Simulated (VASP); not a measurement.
# TiAl3 (Immm) in VASP: a series of runs

Runs on TiAl3. Level: LDA. Tasks: single point.

Everything below comes from runs of VASP 6.6.1. Logs are shortened: lines on timing, memory, paths and dates and some standing lists are left out, and cuts for length are marked.

## 1. The cell of the first run

The structure is orthorhombic, space group Immm (No. 71). The conventional cell has a = 3.363 Å, b = 3.917 Å, c = 8.484 Å, α = 90.00°, β = 90.00°, γ = 90.00°. Ti (site symmetry mmm) has 12 Al at 2.58 to 2.89 Å and 2 Ti at 3.36 Å within 3.4 Å. Al (site symmetry mmm) has 4 Ti at 2.58 Å and 10 Al at 2.71 to 3.36 Å within 3.4 Å. Within 3.4 Å of Al (site symmetry mm2) lie 10 Al at 2.58 to 3.36 Å and 4 Ti at 2.71 to 2.89 Å.

## 2. Single point, LDA (normal strain along x -0.1100, normal strain along y +0.0367)

Input file INCAR:

```
SYSTEM = TiAl3
PREC = Accurate
ENCUT = 520
EDIFF = 1E-6
ISMEAR = 0
SIGMA = 0.15
LREAL = .FALSE.
LASPH = .TRUE.
NELM = 80
ALGO = Fast
ISIF = 2
LWAVE = .FALSE.
LCHARG = .FALSE.
GGA = CA
NBANDS = 18
```

Input file KPOINTS:

```
regular mesh
0
G
  14 14 14
  0 0 0
```

Input file POSCAR:

```
TiAl3
1.0
   -1.6815132497      1.9586795348      4.2417642881
    1.6815132497     -1.9586795348      4.2417642881
    1.6815132497      1.9586795348     -4.2417642881
Ti Al
1 3
Direct
    0.0000000000      0.0000000000      0.0000000000
    0.5000000000      0.5000000000      0.0000000000
    0.7500000000      0.2500000000      0.5000000000
    0.2500000000      0.7500000000      0.5000000000
```

Potentials or basis: VASP PAW LDA potentials, release 64 (Ti_sv, Al).

On the command line:

```
$ cat potpaw_LDA.64/Ti_sv/POTCAR potpaw_LDA.64/Al/POTCAR > POTCAR
$ mpirun -np 1 vasp_std > vasp.out
```

OUTCAR:

```text
SYSTEM = TiAl3
   PREC = Accurate
   ENCUT = 520
   EDIFF = 1E-6
   ISMEAR = 0
   LREAL = .FALSE.
   LASPH = .TRUE.
   NELM = 80
   ISIF = 2
   GGA = CA

 ion  position               nearest neighbor table
   1  0.000  0.000  0.000-   2 2.58   2 2.58   2 2.58   2 2.58   4 2.71   3 2.71   3 2.71   4 2.71
                             3 2.89   3 2.89   4 2.89   4 2.89
   2  0.500  0.500  0.000-   1 2.58   1 2.58   1 2.58   1 2.58   3 2.71   4 2.71   4 2.71   3 2.71
                             3 2.89   4 2.89   3 2.89   4 2.89
   3  0.750  0.250  0.500-   4 2.58   4 2.58   4 2.58   4 2.58   1 2.71   2 2.71   2 2.71   1 2.71
                             1 2.89   2 2.89   1 2.89   2 2.89
   4  0.250  0.750  0.500-   3 2.58   3 2.58   3 2.58   3 2.58   2 2.71   1 2.71   1 2.71   2 2.71
                             1 2.89   1 2.89   2 2.89   2 2.89

  LATTYP: Found a body centered orthorhombic cell.
 ALAT       =     3.3630264994
 B/A-ratio  =     1.1648314607
 C/A-ratio  =     2.5225874901

  Lattice vectors:

 A1 = (  -1.6815132497,   1.9586795348,   4.2417642881)
 A2 = (   1.6815132497,  -1.9586795348,   4.2417642881)
 A3 = (   1.6815132497,   1.9586795348,  -4.2417642881)

Analysis of symmetry for initial positions (statically):
=====================================================================
 Subroutine PRICEL returns:
 Original cell was already a primitive cell.

 Routine SETGRP: Setting up the symmetry group for a
 body centered orthorhombic supercell.

 Subroutine GETGRP returns: Found  8 space group operations
 (whereof  8 operations were pure point group operations)
 out of a pool of  8 trial point group operations.

The static configuration has the point symmetry D_2h.

Analysis of symmetry for dynamics (positions and initial velocities):
=====================================================================
 Subroutine PRICEL returns:
 Original cell was already a primitive cell.

 Routine SETGRP: Setting up the symmetry group for a
 body centered orthorhombic supercell.

 Subroutine GETGRP returns: Found  8 space group operations
 (whereof  8 operations were pure point group operations)
 out of a pool of  8 trial point group operations.

The dynamic configuration has the point symmetry D_2h.

 Subroutine INISYM returns: Found  8 space group operations
 (whereof  8 operations are pure point group operations),
 and found     1 'primitive' translations

----------------------------------------------------------------------------------------

                                     Primitive cell

  volume of cell :      55.8818

  direct lattice vectors                    reciprocal lattice vectors
    -1.681513250  1.958679535  4.241764288     0.000000000  0.255274021  0.117875480
     1.681513250 -1.958679535  4.241764288     0.297351210  0.000000000  0.117875480
     1.681513250  1.958679535 -4.241764288     0.297351210  0.255274021  0.000000000

  length of vectors
     4.965528834  4.965528834  4.965528834     0.281175131  0.319863050  0.391896119

  position of ions in fractional coordinates (direct lattice)
     0.000000000  0.000000000  0.000000000
     0.500000000  0.500000000  0.000000000
     0.750000000  0.250000000  0.500000000
     0.250000000  0.750000000  0.500000000

  ion indices of the primitive-cell ions
   primitive index   ion index
                 1           1
                 2           2
                 3           3
                 4           4

----------------------------------------------------------------------------------------

 KPOINTS: regular mesh

Automatic generation of k-mesh.
 Grid dimensions read from file:
 generate k-points for:   14   14   14

 Generating k-lattice:

  Cartesian coordinates                     Fractional coordinates (reciprocal lattice)
     0.000000000  0.018233859  0.008419677     0.071428571  0.000000000 -0.000000000
     0.021239372  0.000000000  0.008419677     0.000000000  0.071428571 -0.000000000
     0.021239372  0.018233859  0.000000000     0.000000000  0.000000000  0.071428571

  Length of vectors
     0.020083938  0.022847361  0.027992580

  Shift w.r.t. Gamma in fractional coordinates (k-lattice)
     0.000000000  0.000000000  0.000000000

 Subroutine IBZKPT returns following result:
 ===========================================

 Found    428 irreducible k-points:

 Following reciprocal coordinates:
            Coordinates               Weight
  0.000000  0.000000  0.000000      1.000000
  0.071429 -0.000000  0.000000      4.000000
  0.142857 -0.000000  0.000000      4.000000
  0.214286 -0.000000  0.000000      4.000000
  0.285714  0.000000 -0.000000      4.000000
  0.357143 -0.000000  0.000000      4.000000
[... 16 lines left out ...]
 -0.000000  0.142857  0.000000      4.000000
  0.071429  0.142857  0.000000      8.000000
 [... further k-points ...]
   k-points           NKPTS =    428   k-points in BZ     NKDIM =    428   number of bands    NBANDS=     18
   number of dos      NEDOS =    301   number of ions     NIONS =      4
   total plane-waves  NPLWV =  64000
   dimension x,y,z NGX =    40 NGY =   40 NGZ =   40
   dimension x,y,z NGXF=    80 NGYF=   80 NGZF=   80
   ions per type =               1   3
   NGX,Y,Z   is equivalent  to a cutoff of  13.39, 13.39, 13.39 a.u.
   NGXF,Y,Z  is equivalent  to a cutoff of  26.78, 26.78, 26.78 a.u.
 SYSTEM =  TiAl3
   PREC   = accura    normal or accurate (medium, high low for compatibility)
   ISTART =      0    job   : 0-new  1-cont  2-samecut
   ICHARG =      2    charge: 1-file 2-atom 10-const
   ISPIN  =      1    spin polarized calculation?
   LNONCOLLINEAR =      F non collinear calculations
   LSORBIT =      F    spin-orbit coupling
   LASPH  =      T    aspherical Exc in radial PAW
   ENCUT  =  520.0 eV  38.22 Ry    6.18 a.u.   9.23  9.23  9.23*2*pi/ulx,y,z
   NELM   =     80;   NELMIN=  2; NELMDL= -5     # of ELM steps
   EDIFF  = 0.1E-05   stopping-criterion for ELM
   LREAL  =      F    real-space projection
   EDIFFG = 0.1E-04   stopping-criterion for IOM
   NSW    =      0    number of steps for IOM
   IBRION =     -1    ionic relax: 0-MD 1-quasi-New 2-CG
   NFREE  =      0    steps in history (QN), initial steepest desc. (CG)
   ISIF   =      2    stress and relaxation
   ISYM   =      2    0-nonsym 1-usesym 2-fastsym
   POTIM  = 0.5000    time-step for ionic-motion
   TEBEG  =    0.0;   TEEND  =   0.0 temperature during run
   PSTRESS=    0.0 pullay stress
   NELECT =      21.0000    total number of electrons
   NUPDOWN=      -1.0000    fix difference up-down
   EMIN   =  10.00;   EMAX   =-10.00  energy-range for DOS
   EFERMI =   0.00;   METHOD = LEGACY
   ISMEAR =     0;   SIGMA  =   0.15  broadening in eV -4-tet -1-fermi 0-gaus
   EFERMI_NEDOS =   21; number of points for ismear=-14 and -15
   IALGO  =     68    algorithm
   IMIX   =      4    mixing-type and parameters
     AMIX     =   0.40;   BMIX     =  1.00
     AMIX_MAG =   1.60;   BMIX_MAG =  1.00
  volume/ion in A,a.u.               =      13.97        94.28
  Fermi-wavevector in a.u.,A,eV,Ry     =   1.181384  2.232493 18.989228  1.395669
  Thomas-Fermi vector in A             =   2.317659
   LORBIT       =      0    0 simple, 1 ext, 2 COOP (PROOUT), +10 PAW based schemes
   GGA     = CA    functional components
   LHFCALC =     F    Hartree Fock is set to
   AEXX    =    0.0000 exact exchange contribution
   IVDW    =     0    specifies the selected vdW correction
   LEPSILON=     F    determine dielectric tensor
   LRPA    =     F    only Hartree local field effects (RPA)
 non-spin polarized calculation
 RMM-DIIS sequential band-by-band and
 Gauss-broadening in eV      SIGMA  =   0.15
  energy-cutoff  :      520.00
  volume of cell :       55.88
 maximum number of plane-waves:      1527
 NGX is ok and might be reduce to    40
   NGX = 19   NGY = 19   NGZ = 19

 number of electron      21.0000000 magnetization

 Free energy of the ion-electron system (eV)
  ---------------------------------------------------
  ext. energy  EPLUGINS =         0.00000000
  ---------------------------------------------------
  free energy    TOTEN  =       -22.39755282 eV

  energy without entropy =      -22.38037496  energy(sigma->0) =      -22.38896389

 E-fermi :   9.4652     XC(G=0): -11.4527

 val. band max:        9.4625053215   @ k =   0.2857   0.1429  -0.0000
 cond. band min:       9.4656113163   @ k =   0.1429  -0.1429   0.0714
 fundamental gap:      0.0031059949
 Fermi energy:         9.4652381232

 k-point     1 :       0.0000    0.0000    0.0000
  band No.  band energies     occupation
      1     -46.0025      2.00000
      2     -22.8091      2.00000
      3     -22.6733      2.00000
      4     -22.6461      2.00000
      5      -1.3723      2.00000
      6       5.9357      2.00000
[... 10 lines left out ...]
     17      13.8656      0.00000
     18      14.2427      0.00000

 k-point     2 :       0.0714   -0.0000    0.0000
  band No.  band energies     occupation
      1     -46.0024      2.00000
      2     -22.8105      2.00000
      3     -22.6733      2.00000
      4     -22.6460      2.00000
      5      -1.3104      2.00000
      6       5.6149      2.00000
[... 10 lines left out ...]
     17      14.0164      0.00000
     18      14.2979      0.00000

 k-point     3 :       0.1429   -0.0000    0.0000
  band No.  band energies     occupation
      1     -46.0022      2.00000
      2     -22.8145      2.00000
      3     -22.6733      2.00000
      4     -22.6459      2.00000
      5      -1.1258      2.00000
      6       5.1330      2.00000
[... 10 lines left out ...]
     17      14.3684      0.00000
     18      14.5240      0.00000

 k-point     4 :       0.2143   -0.0000    0.0000
  band No.  band energies     occupation
      1     -46.0020      2.00000
      2     -22.8202      2.00000
      3     -22.6733      2.00000
      4     -22.6457      2.00000
      5      -0.8218      2.00000
      6       4.5426      2.00000
[... 375 lines left out ...]
      4     -22.6516      2.00000
      5      -1.2519      2.00000
      6       6.0315      2.00000
[... 10 lines left out ...]
     17      13.4209      0.00000
     18      15.2465      0.00000

 k-point    23 :      -0.0000    0.1429    0.0000
  band No.  band energies     occupation
      1     -46.0009      2.00000
      2     -22.8072      2.00000
      3     -22.6714      2.00000
      4     -22.6674      2.00000
      5      -1.0534      2.00000
      6       5.3814      2.00000
[... 10 lines left out ...]
     17      13.5800      0.00000
     18      15.9900      0.00000

 k-point    24 :       0.0714    0.1429    0.0000
  band No.  band energies     occupation
      1     -46.0008      2.00000
      2     -22.8085      2.00000
      3     -22.6716      2.00000
      4     -22.6673      2.00000
      5      -0.9506      2.00000
      6       4.9849      2.00000
[... 10 lines left out ...]
     17      13.8360      0.00000
     18      15.9724      0.00000

 [... further k-points ...]
[... 5 lines left out ...]
  --------------------------------------------------------------------------------------
  -------------------------------------------------------------------------------------
  Total        6.8596989      2.2160473      2.9798310      0.0000000      0.0000000      0.0000000
  in kB      196.6733126     63.5359330     85.4342493      0.0000000      0.0000000      0.0000000
  external PRESSURE =     115.2144983 kB  Pullay stress =       0.0000000 kB

 VOLUME and BASIS-vectors are now :
 -----------------------------------------------------------------------------
  energy-cutoff  :      520.00
  volume of cell :       55.88
      direct lattice vectors                 reciprocal lattice vectors
    -1.681513250  1.958679535  4.241764288     0.000000000  0.255274021  0.117875480
     1.681513250 -1.958679535  4.241764288     0.297351210  0.000000000  0.117875480
     1.681513250  1.958679535 -4.241764288     0.297351210  0.255274021  0.000000000

 POSITION                                       TOTAL-FORCE (eV/Angst)
 -----------------------------------------------------------------------------------
      0.00000      0.00000      0.00000        -0.000000      0.000000     -0.000000
      0.00000      0.00000      4.24176        -0.000000      0.000000     -0.000000
      0.00000      1.95868      2.12088        -0.000000      0.000000      0.121707
      1.68151      0.00000      2.12088         0.000000     -0.000000     -0.121707
 -----------------------------------------------------------------------------------
    total drift:                               -0.000000     -0.000000     -0.000000

  FREE ENERGIE OF THE ION-ELECTRON SYSTEM (eV)
  ---------------------------------------------------
  free  energy   TOTEN  =       -22.3975528236 eV

  energy  without entropy=      -22.3803749582  energy(sigma->0) =      -22.38896389
```

Run time: 23 min. Hardware: 1 thread of Intel Xeon Platinum 8488C (Sapphire Rapids), shared host; peak memory 0.51 GiB.

Results:

| Quantity | Value |
| --- | --- |
| Free energy | -22.3976 eV |
| Pressure | 11.5 GPa |
| Largest force | 0.122 eV/Å |
| Band gap on the k mesh | zero (an odd number of electrons rules out a gap without spin polarisation) |

Forces on the atoms (eV/Å):
```
Ti   0.000  0.000  0.000
Al   0.000  0.000  0.000
Al   0.000  0.000  0.122
Al   0.000  0.000 -0.122
```

Caveat: the cell differs from its parent crystal (normal strain along x -0.1100, normal strain along y +0.0367); the cell stands under pressure.

## 3. Single point, LDA (normal strain along x -0.0733, normal strain along y +0.0000)

Input file INCAR:

```
PREC = Accurate
ENCUT = 520
EDIFF = 1E-6
ISMEAR = 0
SIGMA = 0.15
LREAL = False
LASPH = True
NELM = 60
ALGO = Fast
ISIF = 2
LWAVE = False
LCHARG = False
GGA = CA
NBANDS = 18
```

Input file KPOINTS:

```
Automatic mesh
0
Gamma
  14 14 14
```

Input file POSCAR:

```
TiAl3
1.0
   -1.7508520545      1.8893407300      4.2417642881
    1.7508520545     -1.8893407300      4.2417642881
    1.7508520545      1.8893407300     -4.2417642881
Ti Al
1 3
Direct
    0.0000000000      0.0000000000      0.0000000000
    0.5000000000      0.5000000000      0.0000000000
    0.7500000000      0.2500000000      0.5000000000
    0.2500000000      0.7500000000      0.5000000000
```

Potentials or basis: VASP PAW LDA potentials, release 64 (Ti_sv, Al).

On the command line:

```
$ cat potpaw_LDA.64/Ti_sv/POTCAR potpaw_LDA.64/Al/POTCAR > POTCAR
$ mpirun -np 1 vasp_std > vasp.out
```

It took 13 min on 1 thread of Intel Xeon Platinum 8488C (Sapphire Rapids), shared host; peak memory 0.51 GiB.

It converged, with:

```yaml
Free_energy: -22.5630 eV
Pressure: 10.9 GPa
Largest_force: 0.057 eV/Å
Band_gap_on_the_k_mesh: zero (an odd number of electrons rules out a gap without spin polarisation)
```

Forces in eV/Å, atoms in the order of the input:
```
Ti   0.000  0.000  0.000
Al   0.000  0.000  0.000
Al   0.000  0.000  0.057
Al   0.000  0.000 -0.057
```

Stress tensor (GPa, compression positive):
```
17.57  0.00  0.00
 0.00  9.78  0.00
 0.00  0.00  5.26
```

Levels at points of the mesh, in eV from the Fermi level:
```tsv
k point	band 9	band 10	band 11	band 12	band 13	band 14
(0.00, 0.00, 0.00)	-1.60	-0.67	1.01	1.59	1.90	2.92
(0.50, 0.00, 0.00)	-0.62	-0.46	0.81	1.75	3.06	3.08
(0.00, 0.50, 0.00)	-1.39	-0.53	0.45	1.96	2.56	2.89
(0.50, 0.50, 0.00)	-2.62	-2.38	-1.23	1.83	2.58	2.66
(0.50, 0.50, 0.50)	-0.33	0.13	0.55	0.97	1.13	3.10
```

Caveat: the cell differs from its parent crystal (normal strain along x -0.0733, normal strain along y +0.0000); the cell stands under pressure.

## 4. Single point, LDA (normal strain along x -0.1100, normal strain along y +0.0733)

Input file INCAR:

```
SYSTEM = TiAl3
PREC = Accurate
ENCUT = 520
EDIFF = 1E-6
ISMEAR = 0
SIGMA = 0.15
LREAL = .FALSE.
LASPH = .TRUE.
NELM = 60
ALGO = Fast
ISIF = 2
LWAVE = .FALSE.
LCHARG = .TRUE.
GGA = CA
LELF = .TRUE.
LVHAR = .TRUE.
NBANDS = 18
```

Input file KPOINTS:

```
regular mesh
0
G
  14 14 14
  0 0 0
```

Input file POSCAR:

```
TiAl3
1.0
   -1.6815132497      2.0278294055      4.2417642881
    1.6815132497     -2.0278294055      4.2417642881
    1.6815132497      2.0278294055     -4.2417642881
Ti Al
1 3
Direct
    0.0000000000      0.0000000000      0.0000000000
    0.5000000000      0.5000000000      0.0000000000
    0.7500000000      0.2500000000      0.5000000000
    0.2500000000      0.7500000000      0.5000000000
```

On the command line:

```
$ cat potpaw_LDA.64/Ti_sv/POTCAR potpaw_LDA.64/Al/POTCAR > POTCAR
$ mpirun -np 1 vasp_std > vasp.out
```

It took 14 min on 1 thread of Intel Xeon Platinum 8488C (Sapphire Rapids), shared host; peak memory 0.52 GiB.

The run converged. Its results:

```yaml
Free_energy: -22.4189 eV
Pressure: 6.3 GPa
Largest_force: 0.154 eV/Å
Band_gap_on_the_k_mesh: zero (an odd number of electrons rules out a gap without spin polarisation)
```

Forces in eV/Å, atoms in the order of the input:
```
Ti   0.000  0.000  0.000
Al   0.000  0.000  0.000
Al   0.000  0.000  0.154
Al   0.000  0.000 -0.154
```

Stress tensor (GPa, compression positive):
```
13.44  0.00  0.00
 0.00 -2.61  0.00
 0.00  0.00  8.10
```

Levels at points of the mesh, in eV from the Fermi level:
```
           k point  band 8  band 9  band 10  band 11  band 12  band 13  band 14  band 15
(0.00, 0.00, 0.00)   -2.53   -1.64    -0.08     0.50     0.68     1.04     3.59     3.66
(0.50, 0.00, 0.00)   -3.69   -0.46    -0.11     0.95     0.96     2.86     3.73     3.75
(0.00, 0.50, 0.00)   -2.65   -1.91    -0.70     0.14     1.14     2.32     2.39     2.88
(0.50, 0.50, 0.00)   -4.08   -2.73    -2.42    -1.25     1.14     2.59     2.61     3.20
(0.50, 0.50, 0.50)   -2.43   -0.38     0.19     1.05     1.11     1.15     2.70     4.71
```

Caveat: the cell differs from its parent crystal (normal strain along x -0.1100, normal strain along y +0.0733); the cell stands under pressure.

## 5. Summary

| cell | gap on the mesh (eV) | pressure (GPa) | largest force (eV/Å) |
| --- | --- | --- | --- |
| a = 4.966 Å, angles 140.4, 133.5, 62.6°, 4 atoms | none | 11.5 | 0.12 |
| a = 4.963 Å, angles 138.7, 135.2, 62.5°, 4 atoms | none | 10.9 | 0.06 |
| a = 4.993 Å, angles 140.6, 132.1, 63.7°, 4 atoms | none | 6.3 | 0.15 |

Alike in all rows: task single point; level LDA; potentials or basis VASP PAW LDA potentials, release 64 (Ti_sv, Al); no spin polarisation; k mesh 14 × 14 × 14; cutoff (eV) 520; smearing gaussian 0.15 eV.

Caveats: the cell stands under pressure.

Absolute energies hang on the potentials; compare differences alone.
